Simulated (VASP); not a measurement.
# ZnS (P6_3mc) in VASP: a series of runs

Runs on ZnS. Level: PBEsol. Tasks: single point.

Program: VASP 6.6.1. These are calculated values, not measurements. Logs are shortened: lines on timing, memory, paths and dates and some standing lists are left out, and cuts for length are marked.

## Step 1: The cell of the first run

Symmetry: P6_3mc, No. 186, hexagonal system. Conventional cell: a = 3.461 Å, b = 3.461 Å, c = 6.817 Å, α = 90.00°, β = 90.00°, γ = 120.00°. Zn (site symmetry 3m) has 4 S at 2.17 to 2.55 Å within 2.9 Å. S (site symmetry 3m) has 4 Zn at 2.17 to 2.55 Å within 2.9 Å.

## Step 2: Single point, PBEsol (volume 17.684 Å^3 an atom, c/a of the conventional cell 1.9696)

INCAR

```
SYSTEM = ZnS
ALGO = Normal ; EDIFF = 1E-6
ENCUT = 520 ; GGA = PS
ISIF = 2 ; ISMEAR = 0
LASPH = .True. ; LCHARG = .False.
LREAL = .False. ; LWAVE = .False.
NBANDS = 26 ; NELM = 100
PREC = Accurate ; SIGMA = 0.05
```

KPOINTS

```
k-points
0
Gamma
  9 9 6
  0 0 0
```

POSCAR

```
ZnS
1.0
    3.4613374673      0.0000000000      0.0000000000
   -1.7306687336      2.9976061778      0.0000000000
    0.0000000000      0.0000000000      6.8174502756
Zn S
2 2
Direct
    0.3333333333      0.6666666667      0.0054424479
    0.6666666667      0.3333333333      0.5054424479
    0.3333333333      0.6666666667      0.3795575521
    0.6666666667      0.3333333333      0.8795575521
```

Potentials or basis: VASP PAW PBE potentials, release 64 (Zn, S).

Run with:

```bash
cat potpaw_PBE.64/Zn/POTCAR potpaw_PBE.64/S/POTCAR > POTCAR
mpirun -np 1 vasp_std > vasp.out
```

OUTCAR:

```text
SYSTEM = ZnS
   EDIFF = 1E-6
   ENCUT = 520
   GGA = PS
   ISIF = 2
   ISMEAR = 0
   LASPH = .True.
   LREAL = .False.
   NELM = 100
   PREC = Accurate

 ion  position               nearest neighbor table
   1  0.333  0.667  0.005-   4 2.17   4 2.17   4 2.17   3 2.55
   2  0.667  0.333  0.505-   3 2.17   3 2.17   3 2.17   4 2.55
   3  0.333  0.667  0.380-   2 2.17   2 2.17   2 2.17   1 2.55
   4  0.667  0.333  0.880-   1 2.17   1 2.17   1 2.17   2 2.55

  LATTYP: Found a hexagonal cell.
 ALAT       =     3.4613374673
 C/A-ratio  =     1.9696000000

  Lattice vectors:

 A1 = (   3.4613374673,   0.0000000000,   0.0000000000)
 A2 = (  -1.7306687336,   2.9976061778,   0.0000000000)
 A3 = (   0.0000000000,   0.0000000000,   6.8174502756)

Analysis of symmetry for initial positions (statically):
=====================================================================
 Subroutine PRICEL returns:
 Original cell was already a primitive cell.

 Routine SETGRP: Setting up the symmetry group for a
 hexagonal supercell.

 Subroutine GETGRP returns: Found 12 space group operations
 (whereof  6 operations were pure point group operations)
 out of a pool of 24 trial point group operations.

The static configuration has the point symmetry C_3v.
 The point group associated with its full space group is C_6v.

Analysis of symmetry for dynamics (positions and initial velocities):
=====================================================================
 Subroutine PRICEL returns:
 Original cell was already a primitive cell.

 Routine SETGRP: Setting up the symmetry group for a
 hexagonal supercell.

 Subroutine GETGRP returns: Found 12 space group operations
 (whereof  6 operations were pure point group operations)
 out of a pool of 24 trial point group operations.

The dynamic configuration has the point symmetry C_3v.
 The point group associated with its full space group is C_6v.

 Subroutine INISYM returns: Found 12 space group operations
 (whereof  6 operations are pure point group operations),
 and found     1 'primitive' translations

----------------------------------------------------------------------------------------

                                     Primitive cell

  volume of cell :      70.7360

  direct lattice vectors                    reciprocal lattice vectors
[... 83 lines left out ...]
   ISTART =      0    job   : 0-new  1-cont  2-samecut
   ICHARG =      2    charge: 1-file 2-atom 10-const
   ISPIN  =      1    spin polarized calculation?
   LNONCOLLINEAR =      F non collinear calculations
   LSORBIT =      F    spin-orbit coupling
   LASPH  =      T    aspherical Exc in radial PAW
   ENCUT  =  520.0 eV  38.22 Ry    6.18 a.u.   6.44  6.44 12.68*2*pi/ulx,y,z
   NELM   =    100;   NELMIN=  2; NELMDL= -5     # of ELM steps
   EDIFF  = 0.1E-05   stopping-criterion for ELM
   LREAL  =      F    real-space projection
   EDIFFG = 0.1E-04   stopping-criterion for IOM
   NSW    =      0    number of steps for IOM
   IBRION =     -1    ionic relax: 0-MD 1-quasi-New 2-CG
   NFREE  =      0    steps in history (QN), initial steepest desc. (CG)
   ISIF   =      2    stress and relaxation
   ISYM   =      2    0-nonsym 1-usesym 2-fastsym
   POTIM  = 0.5000    time-step for ionic-motion
   TEBEG  =    0.0;   TEEND  =   0.0 temperature during run
   PSTRESS=    0.0 pullay stress
   NELECT =      36.0000    total number of electrons
   NUPDOWN=      -1.0000    fix difference up-down
   EMIN   =  10.00;   EMAX   =-10.00  energy-range for DOS
   EFERMI =   0.00;   METHOD = LEGACY
   ISMEAR =     0;   SIGMA  =   0.05  broadening in eV -4-tet -1-fermi 0-gaus
   EFERMI_NEDOS =   21; number of points for ismear=-14 and -15
   IALGO  =     38    algorithm
   IMIX   =      4    mixing-type and parameters
     AMIX     =   0.40;   BMIX     =  1.00
     AMIX_MAG =   1.60;   BMIX_MAG =  1.00
  volume/ion in A,a.u.               =      17.68       119.34
  Fermi-wavevector in a.u.,A,eV,Ry     =   1.307060  2.469985 23.244270  1.708406
  Thomas-Fermi vector in A             =   2.437820
   LORBIT       =      0    0 simple, 1 ext, 2 COOP (PROOUT), +10 PAW based schemes
   GGA     = PS    functional components
   LHFCALC =     F    Hartree Fock is set to
   AEXX    =    0.0000 exact exchange contribution
   IVDW    =     0    specifies the selected vdW correction
   LEPSILON=     F    determine dielectric tensor
   LRPA    =     F    only Hartree local field effects (RPA)
 non-spin polarized calculation
 Gauss-broadening in eV      SIGMA  =   0.05
  energy-cutoff  :      520.00
  volume of cell :       70.74
 maximum number of plane-waves:      1934
 NGX is ok and might be reduce to    28
   NGX = 13   NGY = 13   NGZ = 25

 number of electron      36.0000005 magnetization

 Free energy of the ion-electron system (eV)
  ---------------------------------------------------
  ext. energy  EPLUGINS =         0.00000000
  ---------------------------------------------------
  free energy    TOTEN  =       -14.17749148 eV

  energy without entropy =      -14.17749148  energy(sigma->0) =      -14.17749148

 E-fermi :   3.7329     XC(G=0): -10.3587

 val. band max:        3.5211505720   @ k =   0.0000   0.0000   0.0000
 cond. band min:       4.7243779693   @ k =   0.0000   0.0000   0.0000
 fundamental gap:      1.2032273974
 Fermi energy:         3.7328585407

 k-point     1 :       0.0000    0.0000    0.0000
  band No.  band energies     occupation
      1     -10.9732      2.00000
      2     -10.2789      2.00000
      3      -3.8873      2.00000
      4      -3.8873      2.00000
      5      -3.8384      2.00000
      6      -3.8384      2.00000
[... 685 lines left out ...]
     25      13.0723      0.00000
     26      13.0955      0.00000

 [... further k-points ...]
[... 5 lines left out ...]
  --------------------------------------------------------------------------------------
  -------------------------------------------------------------------------------------
  Total        9.8614962      9.8614962     -2.9154234      0.0000000     -0.0000000      0.0000000
  in kB      223.3638558    223.3638558    -66.0346261      0.0000000     -0.0000000      0.0000000
  external PRESSURE =     126.8976952 kB  Pullay stress =       0.0000000 kB

 VOLUME and BASIS-vectors are now :
 -----------------------------------------------------------------------------
  energy-cutoff  :      520.00
  volume of cell :       70.74
      direct lattice vectors                 reciprocal lattice vectors
     3.461337467  0.000000000  0.000000000     0.288905664  0.166799763  0.000000000
    -1.730668734  2.997606178  0.000000000     0.000000000  0.333599526  0.000000000
     0.000000000  0.000000000  6.817450276     0.000000000  0.000000000  0.146682405

 POSITION                                       TOTAL-FORCE (eV/Angst)
 -----------------------------------------------------------------------------------
     -0.00000      1.99840      0.03710        -0.000000     -0.000000      1.222498
      1.73067      0.99920      3.44583         0.000000      0.000000      1.222498
     -0.00000      1.99840      2.58761         0.000000     -0.000000     -1.222498
      1.73067      0.99920      5.99634         0.000000      0.000000     -1.222498
 -----------------------------------------------------------------------------------
    total drift:                               -0.000001     -0.000001      0.000528

  FREE ENERGIE OF THE ION-ELECTRON SYSTEM (eV)
  ---------------------------------------------------
  free  energy   TOTEN  =       -14.1774914763 eV

  energy  without entropy=      -14.1774914763  energy(sigma->0) =      -14.17749148
```

OSZICAR:

```text
N       E                     dE             d eps       ncg     rms          rms(c)
DAV:   1     0.247831221736E+03    0.24783E+03   -0.17177E+04  2496   0.172E+03
DAV:   2     0.956385623243E+01   -0.23827E+03   -0.22722E+03  2578   0.359E+02
DAV:   3    -0.145855419581E+02   -0.24149E+02   -0.23873E+02  2934   0.114E+02
DAV:   4    -0.151883651256E+02   -0.60282E+00   -0.60156E+00  2950   0.179E+01
DAV:   5    -0.151974485986E+02   -0.90835E-02   -0.90803E-02  3010   0.221E+00    0.131E+01
DAV:   6    -0.142080606314E+02    0.98939E+00   -0.19955E+00  3258   0.448E+01    0.959E+00
DAV:   7    -0.141996997820E+02    0.83608E-02   -0.18592E+00  2658   0.849E+00    0.336E+00
DAV:   8    -0.141808759187E+02    0.18824E-01   -0.59295E-02  2878   0.160E+00    0.109E+00
DAV:   9    -0.141773595374E+02    0.35164E-02   -0.19585E-02  3094   0.114E+00    0.265E-01
DAV:  10    -0.141774257043E+02   -0.66167E-04   -0.92062E-04  3018   0.372E-01    0.124E-01
DAV:  11    -0.141774913297E+02   -0.65625E-04   -0.15251E-04  3182   0.164E-01    0.416E-02
DAV:  12    -0.141774915092E+02   -0.17950E-06   -0.31928E-05  3058   0.941E-02    0.148E-02
DAV:  13    -0.141774914763E+02    0.32920E-07   -0.39025E-06  2728   0.175E-02
   1 F= -.14177491E+02 E0= -.14177491E+02  d E =-.190190E-11
```

Wall time 76 s (1 thread of Intel Xeon 6975P-C, shared host); peak memory 0.23 GiB.

What came out:

- Free energy: -14.1775 eV
- Pressure: 12.7 GPa
- Largest force: 1.222 eV/Å
- Band gap on the k mesh: 1.20 eV, direct

Forces on the atoms (eV/Å):
```
Zn   0.000  0.000  1.222
Zn   0.000  0.000  1.222
S    0.000  0.000 -1.222
S    0.000  0.000 -1.222
```

Stress tensor (GPa, compression positive):
```
22.34  0.00  0.00
 0.00 22.34  0.00
 0.00  0.00 -6.60
```

Levels at points of the mesh, in eV from the valence-band top:
```
           k point  band 16  band 17  band 18  band 19  band 20  band 21
(0.00, 0.00, 0.00)    -0.56     0.00     0.00     1.20     4.32     5.37
(0.00, 0.00, 0.50)    -0.29    -0.29    -0.29     4.19     4.19     5.49
```

Caveat: the PAW data sets were made with another functional, which shifts forces and pressure a little. A k mesh can miss the band edges.

## Step 3: Single point, PBEsol (volume 17.684 Å^3 an atom, c/a of the conventional cell 1.3687)

INCAR

```
  PREC = Accurate
  ENCUT = 520
  EDIFF = 1E-7
  ISMEAR = 0
  SIGMA = 0.05
  LREAL = F
  LASPH = T
  NELM = 80
  ALGO = Normal
  ISIF = 2
  LWAVE = F
  LCHARG = F
  GGA = PS
  NBANDS = 26
```

KPOINTS

```
Automatic mesh
0
Gamma
  9 9 6
```

POSCAR

```
ZnS
1.0
    3.9078138358      0.0000000000      0.0000000000
   -1.9539069179      3.3842660551      0.0000000000
    0.0000000000      0.0000000000      5.3486247971
Zn S
2 2
Direct
    0.3333333333      0.6666666667      0.0054424479
    0.6666666667      0.3333333333      0.5054424479
    0.3333333333      0.6666666667      0.3795575521
    0.6666666667      0.3333333333      0.8795575521
```

Potentials or basis: VASP PAW PBE potentials, release 64 (Zn, S).

Run with:

```bash
cat potpaw_PBE.64/Zn/POTCAR potpaw_PBE.64/S/POTCAR > POTCAR
mpirun -np 1 vasp_std > vasp.out
```

It took 97 s on 1 thread of Intel Xeon 6975P-C, shared host; peak memory 0.22 GiB.

It converged, with:

| Item | Value |
| --- | --- |
| Free energy | -13.8340 eV |
| Pressure | 14.9 GPa |
| Largest force | 3.507 eV/Å |
| Band gap on the k mesh | 1.73 eV, direct |

Forces in eV/Å, atoms in the order of the input:
```
Zn   0.000  0.000 -3.507
Zn   0.000  0.000 -3.507
S    0.000  0.000  3.507
S    0.000  0.000  3.507
```

Stress tensor (GPa, compression positive):
```
-0.91  0.00  0.00
 0.00 -0.91  0.00
 0.00  0.00 46.57
```

Levels at points of the mesh, in eV from the valence-band top:
| k point | band 14 | band 15 | band 16 | band 17 | band 18 | band 19 | band 20 | band 21 | band 22 | band 23 |
| --- | --- | --- | --- | --- | --- | --- | --- | --- | --- | --- |
| (0.00, 0.00, 0.00) | -1.96 | -1.96 | -0.20 | -0.20 | 0.00 | 1.73 | 2.40 | 5.32 | 5.32 | 7.55 |
| (0.00, 0.00, 0.50) | -2.66 | -1.12 | -1.12 | -1.12 | -1.12 | 3.08 | 3.08 | 5.77 | 5.77 | 5.77 |

Caveat: the PAW data sets were made with another functional, which shifts forces and pressure a little. A k mesh can miss the band edges.

## Step 4: Single point, PBEsol (volume 17.684 Å^3 an atom, c/a of the conventional cell 1.5453)

INCAR

```
SYSTEM = ZnS
PREC = Accurate
ENCUT = 520
EDIFF = 1E-7
ISMEAR = 0
SIGMA = 0.05
LREAL = .FALSE.
LASPH = .TRUE.
NELM = 80
ALGO = Normal
ISIF = 2
LWAVE = .FALSE.
LCHARG = .FALSE.
GGA = PS
NBANDS = 26
```

KPOINTS

```
regular mesh
0
G
  9 9 6
  0 0 0
```

POSCAR

```
ZnS
1.0
    3.7528887209      0.0000000000      0.0000000000
   -1.8764443605      3.2500969699      0.0000000000
    0.0000000000      0.0000000000      5.7993389405
Zn S
2 2
Direct
    0.3333333333      0.6666666667      0.0054424479
    0.6666666667      0.3333333333      0.5054424479
    0.3333333333      0.6666666667      0.3795575521
    0.6666666667      0.3333333333      0.8795575521
```

Potentials or basis: VASP PAW PBE potentials, release 64 (Zn, S).

Run with:

```bash
cat potpaw_PBE.64/Zn/POTCAR potpaw_PBE.64/S/POTCAR > POTCAR
mpirun -np 1 vasp_std > vasp.out
```

OUTCAR:

```text
SYSTEM = ZnS
   PREC = Accurate
   ENCUT = 520
   EDIFF = 1E-7
   ISMEAR = 0
   LREAL = .FALSE.
   LASPH = .TRUE.
   NELM = 80
   ISIF = 2
   GGA = PS

 ion  position               nearest neighbor table
   1  0.333  0.667  0.005-   3 2.17   4 2.29   4 2.29   4 2.29
   2  0.667  0.333  0.505-   4 2.17   3 2.29   3 2.29   3 2.29
   3  0.333  0.667  0.380-   1 2.17   2 2.29   2 2.29   2 2.29
   4  0.667  0.333  0.880-   2 2.17   1 2.29   1 2.29   1 2.29

  LATTYP: Found a hexagonal cell.
 ALAT       =     3.7528887209
 C/A-ratio  =     1.5453000000

  Lattice vectors:

 A1 = (   3.7528887209,   0.0000000000,   0.0000000000)
 A2 = (  -1.8764443605,   3.2500969699,   0.0000000000)
 A3 = (   0.0000000000,   0.0000000000,   5.7993389405)

Analysis of symmetry for initial positions (statically):
=====================================================================
 Subroutine PRICEL returns:
 Original cell was already a primitive cell.

 Routine SETGRP: Setting up the symmetry group for a
 hexagonal supercell.

[... 167 lines left out ...]
  ext. energy  EPLUGINS =         0.00000000
  ---------------------------------------------------
  free energy    TOTEN  =       -14.89649591 eV

  energy without entropy =      -14.89649591  energy(sigma->0) =      -14.89649591

 E-fermi :   3.3551     XC(G=0): -10.3582

 val. band max:        3.1421501299   @ k =   0.0000   0.0000   0.0000
 cond. band min:       5.6994649150   @ k =   0.0000   0.0000   0.0000
 fundamental gap:      2.5573147851
 Fermi energy:         3.3551482669

 k-point     1 :       0.0000    0.0000    0.0000
  band No.  band energies     occupation
      1     -10.9070      2.00000
      2      -9.5716      2.00000
      3      -3.8117      2.00000
      4      -3.7302      2.00000
      5      -3.7302      2.00000
      6      -3.6060      2.00000
[... 685 lines left out ...]
     25      13.1693      0.00000
     26      13.5998      0.00000

 [... further k-points ...]
[... 5 lines left out ...]
  --------------------------------------------------------------------------------------
  -------------------------------------------------------------------------------------
  Total        1.9388622      1.9388622      7.9514266     -0.0000000      0.0000000      0.0000000
  in kB       43.9154199     43.9154199    180.1005920     -0.0000000      0.0000000      0.0000000
  external PRESSURE =      89.3104773 kB  Pullay stress =       0.0000000 kB

 VOLUME and BASIS-vectors are now :
 -----------------------------------------------------------------------------
  energy-cutoff  :      520.00
  volume of cell :       70.74
      direct lattice vectors                 reciprocal lattice vectors
     3.752888721  0.000000000  0.000000000     0.266461405  0.153841564  0.000000000
    -1.876444361  3.250096970  0.000000000     0.000000000  0.307683127  0.000000000
     0.000000000  0.000000000  5.799338941     0.000000000  0.000000000  0.172433446

 POSITION                                       TOTAL-FORCE (eV/Angst)
 -----------------------------------------------------------------------------------
     -0.00000      2.16673      0.03156        -0.000000      0.000000     -0.784326
      1.87644      1.08337      2.93123         0.000000     -0.000000     -0.784326
     -0.00000      2.16673      2.20118         0.000000     -0.000000      0.784326
      1.87644      1.08337      5.10085        -0.000000      0.000000      0.784326
 -----------------------------------------------------------------------------------
    total drift:                               -0.000001     -0.000001      0.000069

  FREE ENERGIE OF THE ION-ELECTRON SYSTEM (eV)
  ---------------------------------------------------
  free  energy   TOTEN  =       -14.8964959132 eV

  energy  without entropy=      -14.8964959132  energy(sigma->0) =      -14.89649591
```

OSZICAR:

```text
N       E                     dE             d eps       ncg     rms          rms(c)
DAV:   1     0.249739724568E+03    0.24974E+03   -0.17166E+04  2496   0.174E+03
DAV:   2     0.938493373318E+01   -0.24035E+03   -0.22962E+03  2562   0.360E+02
DAV:   3    -0.151714601867E+02   -0.24556E+02   -0.24309E+02  3016   0.115E+02
DAV:   4    -0.157658386925E+02   -0.59438E+00   -0.59319E+00  2866   0.177E+01
DAV:   5    -0.157744770789E+02   -0.86384E-02   -0.86361E-02  3064   0.216E+00    0.120E+01
DAV:   6    -0.149159225446E+02    0.85855E+00   -0.19059E+00  3288   0.434E+01    0.893E+00
DAV:   7    -0.149098371008E+02    0.60854E-02   -0.14685E+00  2638   0.779E+00    0.364E+00
DAV:   8    -0.148981630391E+02    0.11674E-01   -0.31742E-02  2750   0.123E+00    0.102E+00
DAV:   9    -0.148963107870E+02    0.18523E-02   -0.11498E-02  3354   0.114E+00    0.235E-01
DAV:  10    -0.148963945468E+02   -0.83760E-04   -0.53535E-04  2964   0.273E-01    0.134E-01
DAV:  11    -0.148964939297E+02   -0.99383E-04   -0.12949E-04  2640   0.922E-02    0.432E-02
DAV:  12    -0.148964943739E+02   -0.44420E-06   -0.13915E-05  3094   0.693E-02    0.730E-03
DAV:  13    -0.148964963873E+02   -0.20135E-05   -0.48877E-06  3126   0.340E-02    0.479E-03
DAV:  14    -0.148964959750E+02    0.41236E-06   -0.15522E-06  3170   0.235E-02    0.304E-03
DAV:  15    -0.148964959132E+02    0.61752E-07   -0.44083E-07  2648   0.444E-03
   1 F= -.14896496E+02 E0= -.14896496E+02  d E =-.762947E-12
```

It took 94 s on 1 thread of Intel Xeon 6975P-C, shared host; peak memory 0.23 GiB.

What came out:

```
Free energy            : -14.8965 eV
Pressure               : 8.9 GPa
Largest force          : 0.784 eV/Å
Band gap on the k mesh : 2.56 eV, direct
```

Forces in eV/Å, atoms in the order of the input:
```
Zn   0.000  0.000 -0.784
Zn   0.000  0.000 -0.784
S    0.000  0.000  0.784
S    0.000  0.000  0.784
```

Caveat: the PAW data sets were made with another functional, which shifts forces and pressure a little. A k mesh can miss the band edges.

## Step 5: Overview

| cell | gap on the mesh (eV) | pressure (GPa) | largest force (eV/Å) |
| --- | --- | --- | --- |
| a = 3.461, b = 3.461, c = 6.817 Å, angles 90.0, 90.0, 120.0°, 4 atoms | 1.20 | 12.7 | 1.22 |
| a = 3.908, b = 3.908, c = 5.349 Å, angles 90.0, 90.0, 120.0°, 4 atoms | 1.73 | 14.9 | 3.51 |
| a = 3.753, b = 3.753, c = 5.799 Å, angles 90.0, 90.0, 120.0°, 4 atoms | 2.56 | 8.9 | 0.78 |

Alike in all rows: task single point; level PBEsol; potentials or basis VASP PAW PBE potentials, release 64 (Zn, S); no spin polarisation; k mesh 9 × 9 × 6; cutoff (eV) 520; smearing gaussian 0.05 eV.

Caveats: the PAW data sets were made with another functional, which shifts forces and pressure a little.

Absolute energies hang on the potentials; compare differences alone.
